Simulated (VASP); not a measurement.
# PbO (P6_3mc) in VASP: further runs

PbO is run at these levels: PBE; tasks: single point.

Program: VASP 6.6.1. These are calculated values, not measurements. Logs are shortened: lines on timing, memory, paths and dates and some standing lists are left out, and cuts for length are marked.

### 1 The cell of the first run

Symmetry: P6_3mc, No. 186, hexagonal system. The conventional cell has a = 4.194 Å, b = 4.194 Å, c = 5.749 Å, α = 90.00°, β = 90.00°, γ = 120.00°. Pb (site symmetry 3m) has 4 O at 2.36 to 2.48 Å within 3.1 Å. O (site symmetry 3m) has 4 Pb at 2.36 to 2.48 Å within 3.1 Å.

### 2 Single point, PBE (21.90 Å³/atom)

File INCAR:

```
  PREC = Accurate
  ENCUT = 520
  EDIFF = 1E-6
  ISMEAR = 0
  SIGMA = 0.05
  LREAL = False
  LASPH = True
  NELM = 100
  ALGO = Normal
  ISIF = 2
  LWAVE = False
  LCHARG = False
  GGA = PE
  NBANDS = 28
```

File KPOINTS:

```
Automatic mesh
0
Gamma
  10 10 6
```

File POSCAR:

```
PbO
1.0
    4.1942808410      0.0000000000      0.0000000000
   -2.0971404205      3.6323537589      0.0000000000
    0.0000000000      0.0000000000      5.7486451626
Pb O
2 2
Direct
    0.6666666667      0.3333333333      0.0177594782
    0.3333333333      0.6666666667      0.5177594782
    0.6666666667      0.3333333333      0.6074405218
    0.3333333333      0.6666666667      0.1074405218
```

Potentials or basis: VASP PAW PBE potentials, release 64 (Pb_d, O).

The run is started by

```console
$ cat potpaw_PBE.64/Pb_d/POTCAR potpaw_PBE.64/O/POTCAR > POTCAR
$ mpirun -np 1 vasp_std > vasp.out
```

OUTCAR:

```text
PREC = Accurate
   ENCUT = 520
   EDIFF = 1E-6
   ISMEAR = 0
   LREAL = False
   LASPH = True
   NELM = 100
   ISIF = 2
   GGA = PE

 ion  position               nearest neighbor table
   1  0.667  0.333  0.018-   3 2.36   4 2.48   4 2.48   4 2.48   2 3.76   2 3.76   2 3.76   2 3.76
                             2 3.76   2 3.76
   2  0.333  0.667  0.518-   4 2.36   3 2.48   3 2.48   3 2.48   1 3.76   1 3.76   1 3.76   1 3.76
                             1 3.76   1 3.76
   3  0.667  0.333  0.607-   1 2.36   2 2.48   2 2.48   2 2.48
   4  0.333  0.667  0.107-   2 2.36   1 2.48   1 2.48   1 2.48

  LATTYP: Found a hexagonal cell.
 ALAT       =     4.1942808410
 C/A-ratio  =     1.3705913792

  Lattice vectors:

 A1 = (   4.1942808410,   0.0000000000,   0.0000000000)
 A2 = (  -2.0971404205,   3.6323537589,   0.0000000000)
 A3 = (   0.0000000000,   0.0000000000,   5.7486451626)

Analysis of symmetry for initial positions (statically):
=====================================================================
 Subroutine PRICEL returns:
 Original cell was already a primitive cell.

 Routine SETGRP: Setting up the symmetry group for a
 hexagonal supercell.

 Subroutine GETGRP returns: Found 12 space group operations
 (whereof  6 operations were pure point group operations)
 out of a pool of 24 trial point group operations.

The static configuration has the point symmetry C_3v.
 The point group associated with its full space group is C_6v.

Analysis of symmetry for dynamics (positions and initial velocities):
=====================================================================
 Subroutine PRICEL returns:
 Original cell was already a primitive cell.

 Routine SETGRP: Setting up the symmetry group for a
 hexagonal supercell.

 Subroutine GETGRP returns: Found 12 space group operations
 (whereof  6 operations were pure point group operations)
 out of a pool of 24 trial point group operations.

The dynamic configuration has the point symmetry C_3v.
 The point group associated with its full space group is C_6v.

 Subroutine INISYM returns: Found 12 space group operations
 (whereof  6 operations are pure point group operations),
 and found     1 'primitive' translations

----------------------------------------------------------------------------------------

                                     Primitive cell
[... 93 lines left out ...]
   ENCUT  =  520.0 eV  38.22 Ry    6.18 a.u.   7.80  7.80 10.69*2*pi/ulx,y,z
   NELM   =    100;   NELMIN=  2; NELMDL= -5     # of ELM steps
   EDIFF  = 0.1E-05   stopping-criterion for ELM
   LREAL  =      F    real-space projection
   EDIFFG = 0.1E-04   stopping-criterion for IOM
   NSW    =      0    number of steps for IOM
   IBRION =     -1    ionic relax: 0-MD 1-quasi-New 2-CG
   NFREE  =      0    steps in history (QN), initial steepest desc. (CG)
   ISIF   =      2    stress and relaxation
   ISYM   =      2    0-nonsym 1-usesym 2-fastsym
   POTIM  = 0.5000    time-step for ionic-motion
   TEBEG  =    0.0;   TEEND  =   0.0 temperature during run
   PSTRESS=    0.0 pullay stress
   NELECT =      40.0000    total number of electrons
   NUPDOWN=      -1.0000    fix difference up-down
   EMIN   =  10.00;   EMAX   =-10.00  energy-range for DOS
   EFERMI =   0.00;   METHOD = LEGACY
   ISMEAR =     0;   SIGMA  =   0.05  broadening in eV -4-tet -1-fermi 0-gaus
   EFERMI_NEDOS =   21; number of points for ismear=-14 and -15
   IALGO  =     38    algorithm
   IMIX   =      4    mixing-type and parameters
     AMIX     =   0.40;   BMIX     =  1.00
     AMIX_MAG =   1.60;   BMIX_MAG =  1.00
  volume/ion in A,a.u.               =      21.90       147.76
  Fermi-wavevector in a.u.,A,eV,Ry     =   1.260737  2.382447 21.625881  1.589457
  Thomas-Fermi vector in A             =   2.394231
   LORBIT       =      0    0 simple, 1 ext, 2 COOP (PROOUT), +10 PAW based schemes
   GGA     = PE    functional components
   LHFCALC =     F    Hartree Fock is set to
   AEXX    =    0.0000 exact exchange contribution
   IVDW    =     0    specifies the selected vdW correction
   LEPSILON=     F    determine dielectric tensor
   LRPA    =     F    only Hartree local field effects (RPA)
 non-spin polarized calculation
 Gauss-broadening in eV      SIGMA  =   0.05
  energy-cutoff  :      520.00
  volume of cell :       87.58
 maximum number of plane-waves:      2398
 NGX is ok and might be reduce to    32
   NGX = 15   NGY = 15   NGZ = 21

 number of electron      40.0000000 magnetization

 Free energy of the ion-electron system (eV)
  ---------------------------------------------------
  ext. energy  EPLUGINS =         0.00000000
  ---------------------------------------------------
  free energy    TOTEN  =       -20.88389331 eV

  energy without entropy =      -20.88389331  energy(sigma->0) =      -20.88389331

 E-fermi :   4.6840     XC(G=0):  -9.3392

 val. band max:        4.3806524774   @ k =   0.3000   0.3000   0.3333
 cond. band min:       6.2712927110   @ k =   0.5000  -0.0000   0.3333
 fundamental gap:      1.8906402336
 Fermi energy:         4.6840003735

 k-point     1 :       0.0000    0.0000    0.0000
  band No.  band energies     occupation
      1     -13.2165      2.00000
      2     -13.0068      2.00000
      3     -11.6928      2.00000
      4     -11.6928      2.00000
      5     -11.6621      2.00000
      6     -11.6621      2.00000
[... 733 lines left out ...]
     27      12.5732      0.00000
     28      14.5726      0.00000

 [... further k-points ...]

------------------------ aborting loop because EDIFF is reached ----------------------------------------

  FORCE on cell =-STRESS in cart. coord.  units (eV):
  Direction    XX          YY          ZZ          XY          YZ          ZX
  --------------------------------------------------------------------------------------
  -------------------------------------------------------------------------------------
  Total        0.5695643      0.5695643      0.5508867      0.0000000      0.0000000      0.0000000
  in kB       10.4193873     10.4193873     10.0777078      0.0000000      0.0000000      0.0000000
  external PRESSURE =      10.3054941 kB  Pullay stress =       0.0000000 kB

 VOLUME and BASIS-vectors are now :
 -----------------------------------------------------------------------------
  energy-cutoff  :      520.00
  volume of cell :       87.58
      direct lattice vectors                 reciprocal lattice vectors
     4.194280841  0.000000000  0.000000000     0.238419896  0.137651791  0.000000000
    -2.097140421  3.632353759  0.000000000     0.000000000  0.275303582  0.000000000
     0.000000000  0.000000000  5.748645163     0.000000000  0.000000000  0.173954031

 POSITION                                       TOTAL-FORCE (eV/Angst)
 -----------------------------------------------------------------------------------
      2.09714      1.21078      0.10209        -0.000000      0.000000      0.009706
     -0.00000      2.42157      2.97642         0.000000     -0.000000      0.009706
      2.09714      1.21078      3.49196         0.000000      0.000000     -0.009706
     -0.00000      2.42157      0.61764        -0.000000     -0.000000     -0.009706
 -----------------------------------------------------------------------------------
    total drift:                                0.000000      0.000000     -0.000037

  FREE ENERGIE OF THE ION-ELECTRON SYSTEM (eV)
  ---------------------------------------------------
  free  energy   TOTEN  =       -20.8838933095 eV

  energy  without entropy=      -20.8838933095  energy(sigma->0) =      -20.88389331
```

OSZICAR:

```text
N       E                     dE             d eps       ncg     rms          rms(c)
DAV:   1     0.478985454135E+03    0.47899E+03   -0.19932E+04  3136   0.166E+03
DAV:   2     0.412110423700E+02   -0.43777E+03   -0.42001E+03  3220   0.445E+02
DAV:   3    -0.227927644088E+02   -0.64004E+02   -0.62098E+02  4004   0.187E+02
DAV:   4    -0.256959623628E+02   -0.29032E+01   -0.28945E+01  3640   0.427E+01
DAV:   5    -0.257924241348E+02   -0.96462E-01   -0.96452E-01  3744   0.815E+00    0.127E+01
DAV:   6    -0.214562292257E+02    0.43362E+01   -0.27801E+01  4784   0.362E+01    0.736E+00
DAV:   7    -0.209186565837E+02    0.53757E+00   -0.46838E+00  4080   0.154E+01    0.238E+00
DAV:   8    -0.208896427342E+02    0.29014E-01   -0.71996E-01  3364   0.607E+00    0.989E-01
DAV:   9    -0.208815266562E+02    0.81161E-02   -0.34339E-02  3976   0.134E+00    0.296E-01
DAV:  10    -0.208840660824E+02   -0.25394E-02   -0.73693E-03  3644   0.503E-01    0.173E-01
DAV:  11    -0.208838514018E+02    0.21468E-03   -0.85585E-04  4016   0.183E-01    0.448E-02
DAV:  12    -0.208838886555E+02   -0.37254E-04   -0.12274E-04  3636   0.607E-02    0.108E-02
DAV:  13    -0.208838923103E+02   -0.36548E-05   -0.16278E-05  3788   0.343E-02    0.248E-03
DAV:  14    -0.208838933446E+02   -0.10343E-05   -0.17598E-06  2872   0.144E-02    0.751E-04
DAV:  15    -0.208838933095E+02    0.35074E-07   -0.22315E-07  2156   0.533E-03
   1 F= -.20883893E+02 E0= -.20883893E+02  d E =-.583350E-19
```

Wall time 52 s (1 thread of Intel Xeon 6975P-C (Granite Rapids), shared host); peak memory 0.28 GiB.

Results:

```
Free energy            : -20.8839 eV
Pressure               : 1.0 GPa
Largest force          : 0.010 eV/Å
Band gap on the k mesh : 1.89 eV (least direct gap 2.18 eV)
```

Forces in eV/Å, atoms in the order of the input:
```
Pb   0.000  0.000  0.010
Pb   0.000  0.000  0.010
O    0.000  0.000 -0.010
O    0.000  0.000 -0.010
```

Levels at points of the mesh, in eV from the valence-band top:
| k point | band 17 | band 18 | band 19 | band 20 | band 21 | band 22 | band 23 | band 24 |
| --- | --- | --- | --- | --- | --- | --- | --- | --- |
| (0.00, 0.00, 0.00) | -2.75 | -2.05 | -2.05 | -2.01 | 3.69 | 4.74 | 4.74 | 5.39 |
| (0.50, 0.00, 0.00) | -2.83 | -2.45 | -0.91 | -0.68 | 2.20 | 3.38 | 4.72 | 5.38 |
| (0.00, 0.00, 0.50) | -2.39 | -2.39 | -1.58 | -1.58 | 3.55 | 3.55 | 4.87 | 4.87 |
| (0.50, 0.00, 0.50) | -2.57 | -2.57 | -0.66 | -0.66 | 1.93 | 1.93 | 4.82 | 4.82 |

Caveat: spin-orbit coupling is left out, which moves the levels of the heavy elements. A k mesh can miss the band edges.

### 3 Single point, PBE

This run uses another cell than the first one, of 22.34 Å³/atom.

INCAR, as its differences from that of step 2:

```diff
@@ -7,3 +7,3 @@
   LASPH = True
-  NELM = 100
+  NELM = 60
   ALGO = Normal
```

KPOINTS is that of step 2.

File POSCAR:

```
PbO
1.0
    4.1996609317      0.0000000000      0.0000000000
   -2.0998304658      3.6370130541      0.0000000000
    0.0000000000      0.0000000000      5.8509445696
Pb O
2 2
Direct
    0.6666666667      0.3333333333      0.0144180024
    0.3333333333      0.6666666667      0.5144180024
    0.6666666667      0.3333333333      0.6107819976
    0.3333333333      0.6666666667      0.1107819976
```

Potentials or basis: VASP PAW PBE potentials, release 64 (Pb_d, O).

The run is started by

```console
$ cat potpaw_PBE.64/Pb_d/POTCAR potpaw_PBE.64/O/POTCAR > POTCAR
$ mpirun -np 1 vasp_std > vasp.out
```

OUTCAR:

```text
PREC = Accurate
   ENCUT = 520
   EDIFF = 1E-6
   ISMEAR = 0
   LREAL = False
   LASPH = True
   NELM = 60
   ISIF = 2
   GGA = PE

 ion  position               nearest neighbor table
   1  0.667  0.333  0.014-   3 2.36   4 2.49   4 2.49   4 2.49   2 3.80   2 3.80   2 3.80   2 3.80
                             2 3.80   2 3.80
   2  0.333  0.667  0.514-   4 2.36   3 2.49   3 2.49   3 2.49   1 3.80   1 3.80   1 3.80   1 3.80
                             1 3.80   1 3.80
   3  0.667  0.333  0.611-   1 2.36   2 2.49   2 2.49   2 2.49
   4  0.333  0.667  0.111-   2 2.36   1 2.49   1 2.49   1 2.49

  LATTYP: Found a hexagonal cell.
 ALAT       =     4.1996609317
 C/A-ratio  =     1.3931945137

  Lattice vectors:

 A1 = (   4.1996609317,   0.0000000000,   0.0000000000)
 A2 = (  -2.0998304658,   3.6370130541,   0.0000000000)
 A3 = (   0.0000000000,   0.0000000000,   5.8509445696)

Analysis of symmetry for initial positions (statically):
=====================================================================
 Subroutine PRICEL returns:
 Original cell was already a primitive cell.

 Routine SETGRP: Setting up the symmetry group for a
[... 174 lines left out ...]

 E-fermi :   4.4093     XC(G=0):  -9.2396

 val. band max:        4.1509720809   @ k =   0.3000   0.3000   0.3333
 cond. band min:       6.0813138460   @ k =   0.5000   0.0000   0.3333
 fundamental gap:      1.9303417651
 Fermi energy:         4.4093068725

 k-point     1 :       0.0000    0.0000    0.0000
  band No.  band energies     occupation
      1     -13.3260      2.00000
      2     -13.1029      2.00000
      3     -11.8823      2.00000
      4     -11.8823      2.00000
      5     -11.8573      2.00000
      6     -11.8573      2.00000
[... 733 lines left out ...]
     27      12.2891      0.00000
     28      14.2802      0.00000

 [... further k-points ...]

------------------------ aborting loop because EDIFF is reached ----------------------------------------

  FORCE on cell =-STRESS in cart. coord.  units (eV):
  Direction    XX          YY          ZZ          XY          YZ          ZX
  --------------------------------------------------------------------------------------
  -------------------------------------------------------------------------------------
  Total       -0.0182579     -0.0182579      0.0072576     -0.0000000     -0.0000000      0.0000000
  in kB       -0.3273225     -0.3273225      0.1301125     -0.0000000     -0.0000000      0.0000000
  external PRESSURE =      -0.1748441 kB  Pullay stress =       0.0000000 kB

 VOLUME and BASIS-vectors are now :
 -----------------------------------------------------------------------------
  energy-cutoff  :      520.00
  volume of cell :       89.37
      direct lattice vectors                 reciprocal lattice vectors
     4.199660932  0.000000000  0.000000000     0.238114461  0.137475448  0.000000000
    -2.099830466  3.637013054  0.000000000     0.000000000  0.274950897  0.000000000
     0.000000000  0.000000000  5.850944570     0.000000000  0.000000000  0.170912575

 POSITION                                       TOTAL-FORCE (eV/Angst)
 -----------------------------------------------------------------------------------
      2.09983      1.21234      0.08436         0.000000     -0.000000      0.012640
     -0.00000      2.42468      3.00983        -0.000000      0.000000      0.012640
      2.09983      1.21234      3.57365         0.000000      0.000000     -0.012640
     -0.00000      2.42468      0.64818        -0.000000      0.000000     -0.012640
 -----------------------------------------------------------------------------------
    total drift:                                0.000000      0.000000     -0.001408

  FREE ENERGIE OF THE ION-ELECTRON SYSTEM (eV)
  ---------------------------------------------------
  free  energy   TOTEN  =       -20.8902112097 eV

  energy  without entropy=      -20.8902112097  energy(sigma->0) =      -20.89021121
```

Run time: 54 s. Hardware: 1 thread of Intel Xeon 6975P-C (Granite Rapids), shared host; peak memory 0.28 GiB.

Results:

* Free energy: -20.8902 eV
* Pressure: 0.0 GPa
* Largest force: 0.013 eV/Å
* Band gap on the k mesh: 1.93 eV (least direct gap 2.29 eV)

Forces on the atoms (eV/Å):
```
Pb   0.000  0.000  0.013
Pb   0.000  0.000  0.013
O    0.000  0.000 -0.013
O    0.000  0.000 -0.013
```

Caveat: spin-orbit coupling is left out, which moves the levels of the heavy elements. A k mesh can miss the band edges.

(Continued in part 2 of 2.)
